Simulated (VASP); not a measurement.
# KTaO3 (P4/mmm) in VASP: single point with PBE

Aim: the single point of KTaO3 with PBE.

Program: VASP 6.6.1. These are calculated values, not measurements. Logs are shortened: lines on timing, memory, paths and dates and some standing lists are left out, and cuts for length are marked.

### 1 The cell of the first run

It takes space group P4/mmm (No. 123, tetragonal). Conventional cell: a = 3.988 Å, b = 3.988 Å, c = 4.387 Å, α = 90.00°, β = 90.00°, γ = 90.00°. K (site symmetry 4/mmm) has 12 O at 2.82 to 2.96 Å and 8 Ta at 3.57 Å within 3.7 Å. Within 2.6 Å of Ta (site symmetry 4/mmm) lie 6 O at 1.99 to 2.19 Å. Within 3.0 Å of O (site symmetry 4/mmm) lie 2 Ta at 2.19 Å and 4 K at 2.82 Å and 8 O at 2.96 Å. O (site symmetry mmm) has 2 Ta at 1.99 Å within 2.6 Å.

### 2 Single point, PBE (strain +0.1000 x Voigt [1, 0, 0, 0, 0, 0])

INCAR reads:

```
SYSTEM = KTaO3
ALGO = Normal
EDIFF = 1E-7
ENCUT = 520
GGA = PE
ISIF = 2
ISMEAR = 0
LASPH = .True.
LCHARG = .False.
LREAL = .False.
LWAVE = .False.
NBANDS = 27
NELM = 80
PREC = Accurate
SIGMA = 0.05
```

KPOINTS reads:

```
k-points
0
Gamma
  8 8 8
  0 0 0
```

POSCAR reads:

```
KTaO3
1.0
    4.3871300000      0.0000000000      0.0000000000
    0.0000000000      3.9883000000      0.0000000000
    0.0000000000      0.0000000000      3.9883000000
K Ta O
1 1 3
Direct
    0.5000000000      0.5000000000      0.5000000000
    0.0000000000      0.0000000000      0.0000000000
    0.5000000000      0.0000000000      0.0000000000
    0.0000000000      0.5000000000      0.0000000000
    0.0000000000      0.0000000000      0.5000000000
```

Potentials or basis: VASP PAW PBE potentials, release 64 (K_sv, Ta_pv, O).

On the command line:

```
$ cat potpaw_PBE.64/K_sv/POTCAR potpaw_PBE.64/Ta_pv/POTCAR potpaw_PBE.64/O/POTCAR > POTCAR
$ mpirun -np 1 vasp_std > vasp.out
```

OUTCAR:

```text
SYSTEM = KTaO3
   EDIFF = 1E-7
   ENCUT = 520
   GGA = PE
   ISIF = 2
   ISMEAR = 0
   LASPH = .True.
   LREAL = .False.
   NELM = 80
   PREC = Accurate

 ion  position               nearest neighbor table
   1  0.500  0.500  0.500-   3 2.82   3 2.82   3 2.82   3 2.82   2 3.57   2 3.57   2 3.57   2 3.57
                             2 3.57   2 3.57   2 3.57   2 3.57
   2  0.000  0.000  0.000-   4 1.99   5 1.99   5 1.99   4 1.99   3 2.19   3 2.19   1 3.57   1 3.57
                             1 3.57   1 3.57   1 3.57   1 3.57   1 3.57   1 3.57
   3  0.500  0.000  0.000-   2 2.19   2 2.19   1 2.82   1 2.82   1 2.82   1 2.82
   4  0.000  0.500  0.000-   2 1.99   2 1.99
   5  0.000  0.000  0.500-   2 1.99   2 1.99

  LATTYP: Found a simple tetragonal cell.
 ALAT       =     3.9883000000
 C/A-ratio  =     1.1000000000

  Lattice vectors:

 A1 = (   0.0000000000,   3.9883000000,   0.0000000000)
 A2 = (   0.0000000000,   0.0000000000,   3.9883000000)
 A3 = (   4.3871300000,   0.0000000000,   0.0000000000)

Analysis of symmetry for initial positions (statically):
=====================================================================
 Subroutine PRICEL returns:
 Original cell was already a primitive cell.

 Routine SETGRP: Setting up the symmetry group for a
 simple tetragonal supercell.

 Subroutine GETGRP returns: Found 16 space group operations
 (whereof 16 operations were pure point group operations)
 out of a pool of 16 trial point group operations.

The static configuration has the point symmetry D_4h.

Analysis of symmetry for dynamics (positions and initial velocities):
=====================================================================
 Subroutine PRICEL returns:
 Original cell was already a primitive cell.

 Routine SETGRP: Setting up the symmetry group for a
 simple tetragonal supercell.

 Subroutine GETGRP returns: Found 16 space group operations
 (whereof 16 operations were pure point group operations)
 out of a pool of 16 trial point group operations.

The dynamic configuration has the point symmetry D_4h.

 Subroutine INISYM returns: Found 16 space group operations
 (whereof 16 operations are pure point group operations),
 and found     1 'primitive' translations

----------------------------------------------------------------------------------------

                                     Primitive cell

  volume of cell :      69.7840

  direct lattice vectors                    reciprocal lattice vectors
     4.387130000  0.000000000  0.000000000     0.227939450  0.000000000  0.000000000
     0.000000000  3.988300000  0.000000000     0.000000000  0.250733395  0.000000000
     0.000000000  0.000000000  3.988300000     0.000000000  0.000000000  0.250733395

  length of vectors
     4.387130000  3.988300000  3.988300000     0.227939450  0.250733395  0.250733395

  position of ions in fractional coordinates (direct lattice)
     0.500000000  0.500000000  0.500000000
     0.000000000  0.000000000  0.000000000
     0.500000000  0.000000000  0.000000000
     0.000000000  0.500000000  0.000000000
     0.000000000  0.000000000  0.500000000

  ion indices of the primitive-cell ions
   primitive index   ion index
                 1           1
                 2           2
                 3           3
                 4           4
                 5           5

----------------------------------------------------------------------------------------

 KPOINTS: k-points

Automatic generation of k-mesh.
 Grid dimensions read from file:
 generate k-points for:    8    8    8

 Generating k-lattice:

  Cartesian coordinates                     Fractional coordinates (reciprocal lattice)
     0.028492431  0.000000000  0.000000000     0.125000000  0.000000000  0.000000000
     0.000000000  0.031341674  0.000000000     0.000000000  0.125000000  0.000000000
     0.000000000  0.000000000  0.031341674     0.000000000  0.000000000  0.125000000

  Length of vectors
     0.028492431  0.031341674  0.031341674

  Shift w.r.t. Gamma in fractional coordinates (k-lattice)
     0.000000000  0.000000000  0.000000000

 Subroutine IBZKPT returns following result:
 ===========================================

 Found     75 irreducible k-points:

 Following reciprocal coordinates:
            Coordinates               Weight
  0.000000  0.000000  0.000000      1.000000
  0.125000  0.000000  0.000000      2.000000
  0.250000  0.000000  0.000000      2.000000
  0.375000  0.000000  0.000000      2.000000
  0.500000  0.000000  0.000000      1.000000
  0.000000  0.125000  0.000000      4.000000
[... 16 lines left out ...]
  0.250000  0.500000  0.000000      4.000000
  0.375000  0.500000  0.000000      4.000000
 [... further k-points ...]
   k-points           NKPTS =     75   k-points in BZ     NKDIM =     75   number of bands    NBANDS=     27
   number of dos      NEDOS =    301   number of ions     NIONS =      5
   total plane-waves  NPLWV =  32400
   dimension x,y,z NGX =    36 NGY =   30 NGZ =   30
   dimension x,y,z NGXF=    72 NGYF=   60 NGZF=   60
   ions per type =               1   1   3
   NGX,Y,Z   is equivalent  to a cutoff of  13.64, 12.51, 12.51 a.u.
   NGXF,Y,Z  is equivalent  to a cutoff of  27.28, 25.01, 25.01 a.u.
 SYSTEM =  KTaO3
   PREC   = accura    normal or accurate (medium, high low for compatibility)
   ISTART =      0    job   : 0-new  1-cont  2-samecut
   ICHARG =      2    charge: 1-file 2-atom 10-const
   ISPIN  =      1    spin polarized calculation?
   LNONCOLLINEAR =      F non collinear calculations
   LSORBIT =      F    spin-orbit coupling
   LASPH  =      T    aspherical Exc in radial PAW
   ENCUT  =  520.0 eV  38.22 Ry    6.18 a.u.   8.16  7.42  7.42*2*pi/ulx,y,z
   NELM   =     80;   NELMIN=  2; NELMDL= -5     # of ELM steps
   EDIFF  = 0.1E-06   stopping-criterion for ELM
   LREAL  =      F    real-space projection
   EDIFFG = 0.1E-05   stopping-criterion for IOM
   NSW    =      0    number of steps for IOM
   IBRION =     -1    ionic relax: 0-MD 1-quasi-New 2-CG
   NFREE  =      0    steps in history (QN), initial steepest desc. (CG)
   ISIF   =      2    stress and relaxation
   ISYM   =      2    0-nonsym 1-usesym 2-fastsym
   POTIM  = 0.5000    time-step for ionic-motion
   TEBEG  =    0.0;   TEEND  =   0.0 temperature during run
   PSTRESS=    0.0 pullay stress
   NELECT =      38.0000    total number of electrons
   NUPDOWN=      -1.0000    fix difference up-down
   EMIN   =  10.00;   EMAX   =-10.00  energy-range for DOS
   EFERMI =   0.00;   METHOD = LEGACY
   ISMEAR =     0;   SIGMA  =   0.05  broadening in eV -4-tet -1-fermi 0-gaus
   EFERMI_NEDOS =   21; number of points for ismear=-14 and -15
   IALGO  =     38    algorithm
   IMIX   =      4    mixing-type and parameters
     AMIX     =   0.40;   BMIX     =  1.00
     AMIX_MAG =   1.60;   BMIX_MAG =  1.00
  volume/ion in A,a.u.               =      13.96        94.19
  Fermi-wavevector in a.u.,A,eV,Ry     =   1.336854  2.526288 24.316042  1.787179
  Thomas-Fermi vector in A             =   2.465448
   LORBIT       =      0    0 simple, 1 ext, 2 COOP (PROOUT), +10 PAW based schemes
   GGA     = PE    functional components
   LHFCALC =     F    Hartree Fock is set to
   AEXX    =    0.0000 exact exchange contribution
   IVDW    =     0    specifies the selected vdW correction
   LEPSILON=     F    determine dielectric tensor
   LRPA    =     F    only Hartree local field effects (RPA)
 non-spin polarized calculation
 Gauss-broadening in eV      SIGMA  =   0.05
  energy-cutoff  :      520.00
  volume of cell :       69.78
 maximum number of plane-waves:      1908
 NGX is ok and might be reduce to    36
   NGX = 17   NGY = 15   NGZ = 15

 number of electron      37.9999983 magnetization

 Free energy of the ion-electron system (eV)
  ---------------------------------------------------
  ext. energy  EPLUGINS =         0.00000000
  ---------------------------------------------------
  free energy    TOTEN  =       -40.60904290 eV

  energy without entropy =      -40.60904290  energy(sigma->0) =      -40.60904290

 E-fermi :   1.4717     XC(G=0): -10.3814

 val. band max:        1.2695801112   @ k =   0.5000   0.5000   0.5000
 cond. band min:       3.0915148810   @ k =   0.0000   0.0000   0.0000
 fundamental gap:      1.8219347698
 Fermi energy:         1.4716532390

 k-point     1 :       0.0000    0.0000    0.0000
  band No.  band energies     occupation
      1     -33.3987      2.00000
      2     -33.3987      2.00000
      3     -33.3521      2.00000
      4     -26.2043      2.00000
      5     -16.3795      2.00000
      6     -15.8444      2.00000
[... 19 lines left out ...]
     26       9.0685      0.00000
     27       9.5060      0.00000

 k-point     2 :       0.1250    0.0000    0.0000
  band No.  band energies     occupation
      1     -33.3986      2.00000
      2     -33.3986      2.00000
      3     -33.3554      2.00000
      4     -26.2028      2.00000
      5     -16.3816      2.00000
      6     -15.8430      2.00000
[... 19 lines left out ...]
     26       9.2019      0.00000
     27       9.6350      0.00000

 k-point     3 :       0.2500    0.0000    0.0000
  band No.  band energies     occupation
      1     -33.3983      2.00000
      2     -33.3983      2.00000
      3     -33.3635      2.00000
      4     -26.1992      2.00000
      5     -16.3884      2.00000
      6     -15.8404      2.00000
[... 19 lines left out ...]
     26       9.5392      0.00000
     27       9.9718      0.00000

 k-point     4 :       0.3750    0.0000    0.0000
  band No.  band energies     occupation
      1     -33.3981      2.00000
      2     -33.3981      2.00000
      3     -33.3715      2.00000
      4     -26.1956      2.00000
      5     -16.3970      2.00000
      6     -15.8377      2.00000
[... 19 lines left out ...]
     26       9.9019      0.00000
     27      10.3264      0.00000
[... 516 lines left out ...]
      4     -26.1831      2.00000
      5     -16.1389      2.00000
      6     -14.9520      2.00000
[... 19 lines left out ...]
     26      10.8574      0.00000
     27      11.5930      0.00000

 k-point    23 :       0.2500    0.5000    0.0000
  band No.  band energies     occupation
      1     -33.4839      2.00000
      2     -33.3951      2.00000
      3     -33.3599      2.00000
      4     -26.1816      2.00000
      5     -16.1138      2.00000
      6     -14.9643      2.00000
[... 19 lines left out ...]
     26      11.1065      0.00000
     27      11.4391      0.00000

 k-point    24 :       0.3750    0.5000    0.0000
  band No.  band energies     occupation
      1     -33.4835      2.00000
      2     -33.3949      2.00000
      3     -33.3678      2.00000
      4     -26.1801      2.00000
      5     -16.0905      2.00000
      6     -14.9765      2.00000
[... 19 lines left out ...]
     26      11.4916      0.00000
     27      11.5377      0.00000

 [... further k-points ...]

------------------------ aborting loop because EDIFF is reached ----------------------------------------

  FORCE on cell =-STRESS in cart. coord.  units (eV):
  Direction    XX          YY          ZZ          XY          YZ          ZX
  --------------------------------------------------------------------------------------
  -------------------------------------------------------------------------------------
  Total       -9.7144084     -0.3474304     -0.3474304      0.0000000      0.0000000      0.0000000
  in kB     -223.0338589     -7.9766810     -7.9766810      0.0000000      0.0000000      0.0000000
  external PRESSURE =     -79.6624069 kB  Pullay stress =       0.0000000 kB

 VOLUME and BASIS-vectors are now :
 -----------------------------------------------------------------------------
  energy-cutoff  :      520.00
  volume of cell :       69.78
      direct lattice vectors                 reciprocal lattice vectors
     4.387130000  0.000000000  0.000000000     0.227939450  0.000000000  0.000000000
     0.000000000  3.988300000  0.000000000     0.000000000  0.250733395  0.000000000
     0.000000000  0.000000000  3.988300000     0.000000000  0.000000000  0.250733395

 POSITION                                       TOTAL-FORCE (eV/Angst)
 -----------------------------------------------------------------------------------
      2.19356      1.99415      1.99415         0.000000      0.000000      0.000000
      0.00000      0.00000      0.00000         0.000000      0.000000      0.000000
      2.19356      0.00000      0.00000         0.000000      0.000000      0.000000
      0.00000      1.99415      0.00000         0.000000      0.000000      0.000000
      0.00000      0.00000      1.99415         0.000000      0.000000      0.000000
 -----------------------------------------------------------------------------------
    total drift:                                0.000000      0.000000     -0.000000

  FREE ENERGIE OF THE ION-ELECTRON SYSTEM (eV)
  ---------------------------------------------------
  free  energy   TOTEN  =       -40.6090429020 eV

  energy  without entropy=      -40.6090429019  energy(sigma->0) =      -40.60904290
```

Run time: 5.6 min. Hardware: 1 thread of Intel Xeon 8259CL, shared host; peak memory 0.27 GiB.

What came out:

| Property | Result |
| --- | --- |
| Free energy | -40.6090 eV |
| Pressure | -8.0 GPa |
| Band gap on the k mesh | 1.82 eV (least direct gap 2.25 eV) |

Stress tensor (GPa, compression positive):
```
-22.30   0.00   0.00
  0.00  -0.80   0.00
  0.00   0.00  -0.80
```

Caveat: the cell differs from its parent crystal (strain +0.1000 x Voigt [1, 0, 0, 0, 0, 0]); the cell stands under tension; spin-orbit coupling is left out, which moves the levels of the heavy elements. A k mesh can miss the band edges.
